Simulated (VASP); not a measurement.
# C (Cmme) in VASP: a series of runs, part 2 of 2

VASP 6.6.1. Earlier steps stand in the parts before.

**3. Single point, PBEsol**

INCAR reads:

```
  PREC = Accurate
  ENCUT = 520
  EDIFF = 1E-6
  ISMEAR = 1
  SIGMA = 0.1
  LREAL = False
  LASPH = True
  NELM = 60
  ALGO = Normal
  ISIF = 2
  LWAVE = False
  LCHARG = True
  GGA = PS
  LELF = True
  LVHAR = True
  NBANDS = 16
```

KPOINTS reads:

```
Automatic mesh
0
Gamma
  8 8 3
```

POSCAR reads:

```
C
1.0
    1.2280480000     -2.1270620000      0.0000000000
    1.2280480000      2.1270620000      0.0000000000
    0.0000000000      0.0000000000      7.1732680000
C
4
Direct
    0.0833790000      0.9166210000      0.7531380000
    0.5833790000      0.4166210000      0.2468620000
    0.9166210000      0.0833790000      0.2468620000
    0.4166210000      0.5833790000      0.7531380000
```

Potentials or basis: VASP PAW PBE potentials, release 64 (C).

Command:

```bash
cat potpaw_PBE.64/C/POTCAR > POTCAR
mpirun -np 1 vasp_std > vasp.out
```

OUTCAR:

```text
PREC = Accurate
   ENCUT = 520
   EDIFF = 1E-6
   ISMEAR = 1
   LREAL = False
   LASPH = True
   NELM = 60
   ISIF = 2
   GGA = PS

 ion  position               nearest neighbor table
   1  0.083  0.917  0.753-   4 1.42   4 1.42   4 1.42
   2  0.583  0.417  0.247-   3 1.42   3 1.42   3 1.42
   3  0.917  0.083  0.247-   2 1.42   2 1.42   2 1.42
   4  0.417  0.583  0.753-   1 1.42   1 1.42   1 1.42

  LATTYP: Found a hexagonal cell.
 ALAT       =     2.4561137274
 C/A-ratio  =     2.9205764863

  Lattice vectors:

 A1 = (   1.2280480000,  -2.1270620000,   0.0000000000)
 A2 = (   1.2280480000,   2.1270620000,   0.0000000000)
 A3 = (   0.0000000000,   0.0000000000,   7.1732680000)

Analysis of symmetry for initial positions (statically):
=====================================================================
 Subroutine PRICEL returns:
 Original cell was already a primitive cell.

 Routine SETGRP: Setting up the symmetry group for a
 hexagonal supercell.

 Subroutine GETGRP returns: Found  8 space group operations
 (whereof  4 operations were pure point group operations)
 out of a pool of 24 trial point group operations.

[... 171 lines left out ...]
 cond. band min:       4.9099708542   @ k =   0.3750   0.3750   0.0000
 fundamental gap:      1.3429581013
 Fermi energy:         3.6511929248

 k-point     1 :       0.0000    0.0000    0.0000
  band No.  band energies     occupation
      1     -15.5513      2.00000
      2     -15.3703      2.00000
      3      -4.2921      2.00000
      4      -2.8759      2.00000
      5       1.1094      2.00000
      6       1.1154      2.00000
[... 433 lines left out ...]
      3      -3.5318      2.00000
      4      -2.8368      2.00000
      5      -0.2804      2.00000
      6      -0.2691      2.00000
[... 8 lines left out ...]
     15      14.4617      0.00000
     16      14.4802      0.00000

 [... further k-points ...]

------------------------ aborting loop because EDIFF is reached ----------------------------------------

  FORCE on cell =-STRESS in cart. coord.  units (eV):
  Direction    XX          YY          ZZ          XY          YZ          ZX
  --------------------------------------------------------------------------------------
  -------------------------------------------------------------------------------------
  Total        0.5145814      0.5655912      0.0432915      0.0000000      0.0000000      0.0000000
  in kB       21.9999709     24.1808029      1.8508491      0.0000000      0.0000000      0.0000000
  external PRESSURE =      16.0105410 kB  Pullay stress =       0.0000000 kB

 VOLUME and BASIS-vectors are now :
 -----------------------------------------------------------------------------
  energy-cutoff  :      520.00
  volume of cell :       37.48
      direct lattice vectors                 reciprocal lattice vectors
     1.228048000 -2.127062000  0.000000000     0.407150209 -0.235066021  0.000000000
     1.228048000  2.127062000  0.000000000     0.407150209  0.235066021  0.000000000
     0.000000000  0.000000000  7.173268000     0.000000000  0.000000000  0.139406474

 POSITION                                       TOTAL-FORCE (eV/Angst)
 -----------------------------------------------------------------------------------
      1.22805      1.77236      5.40246         0.000000      0.047549     -0.004615
      1.22805     -0.35470      1.77081         0.000000      0.047549      0.004615
      1.22805     -1.77236      1.77081         0.000000     -0.047549      0.004615
      1.22805      0.35470      5.40246         0.000000     -0.047549     -0.004615
 -----------------------------------------------------------------------------------
    total drift:                                0.000000     -0.000000      0.000000

  FREE ENERGIE OF THE ION-ELECTRON SYSTEM (eV)
  ---------------------------------------------------
  free  energy   TOTEN  =       -38.5763629749 eV

  energy  without entropy=      -38.5764234692  energy(sigma->0) =      -38.57638314
```

OSZICAR:

```text
N       E                     dE             d eps       ncg     rms          rms(c)
DAV:   1     0.377500457869E+02    0.37750E+02   -0.78765E+03  1344   0.915E+02
DAV:   2    -0.380822760700E+02   -0.75832E+02   -0.68878E+02  1840   0.192E+02
DAV:   3    -0.410106734258E+02   -0.29284E+01   -0.29157E+01  1864   0.365E+01
DAV:   4    -0.410362380734E+02   -0.25565E-01   -0.25562E-01  1584   0.406E+00
DAV:   5    -0.410366550882E+02   -0.41701E-03   -0.41700E-03  1840   0.493E-01    0.912E+00
DAV:   6    -0.391693330177E+02    0.18673E+01   -0.12634E+00  1584   0.701E+00    0.529E+00
DAV:   7    -0.385701000458E+02    0.59923E+00   -0.15437E+00  1624   0.786E+00    0.137E+00
DAV:   8    -0.385774209151E+02   -0.73209E-02   -0.72027E-02  1584   0.160E+00    0.270E-01
DAV:   9    -0.385761465634E+02    0.12744E-02   -0.19371E-03  1672   0.299E-01    0.991E-02
DAV:  10    -0.385763681423E+02   -0.22158E-03   -0.73794E-04  1480   0.163E-01    0.722E-02
DAV:  11    -0.385763617091E+02    0.64332E-05   -0.25844E-05  1712   0.330E-02    0.159E-02
DAV:  12    -0.385763629364E+02   -0.12273E-05   -0.15538E-06  1512   0.918E-03    0.402E-03
DAV:  13    -0.385763629749E+02   -0.38563E-07   -0.38795E-07  1264   0.495E-03
   1 F= -.38576363E+02 E0= -.38576383E+02  d E =0.604943E-04
```

stdout:

```text
POSCAR found type information on POSCAR C
 POSCAR found :  1 types and       4 ions
 scaLAPACK will be used
 -----------------------------------------------------------------------------
|                                                                             |
|                                                                             |
|     You enforced a specific xc type in the INCAR file but a different       |
|     I HOPE YOU KNOW WHAT YOU ARE DOING!                                     |
|                                                                             |
 -----------------------------------------------------------------------------

 LDA part: xc-table for (Slater+PW92), standard interpolation
 POSCAR, INCAR and KPOINTS ok, starting setup
 FFT: planning ... GRIDC
 FFT: planning ... GRID_SOFT
 FFT: planning ... GRID
 WAVECAR not read
 entering main loop
```

Wall time 34 s (1 thread of AMD EPYC 9R45, shared host); peak memory 0.12 GiB.

What came out:

- Free energy: -38.5764 eV
- Pressure: 1.6 GPa
- Largest force: 0.048 eV/Å
- Band gap on the k mesh: 1.34 eV

Forces on the atoms (eV/Å):
```
C    0.000  0.048 -0.005
C    0.000  0.048  0.005
C    0.000 -0.048  0.005
C    0.000 -0.048 -0.005
```

Stress tensor (GPa, compression positive):
```
2.20 0.00 0.00
0.00 2.42 0.00
0.00 0.00 0.19
```

Levels at points of the mesh, in eV from the valence-band top:
```csv
k point,band 6,band 7,band 8,band 9,band 10,band 11
"(0.00, 0.00, 0.00)",-2.45,-2.45,-2.43,4.09,8.88,8.91
"(0.50, 0.00, 0.00)",-5.88,-1.90,-1.90,2.29,2.29,8.01
"(0.50, 0.50, 0.00)",-5.86,-2.32,-1.33,1.62,2.80,7.89
```

Caveat: the PAW data sets were made with another functional, which shifts forces and pressure a little; this functional lacks dispersion, which binds the layers, so the pressure and a relaxed spacing across them are unreliable. PBEsol gaps usually lie below the measured ones, often by a third to a half.
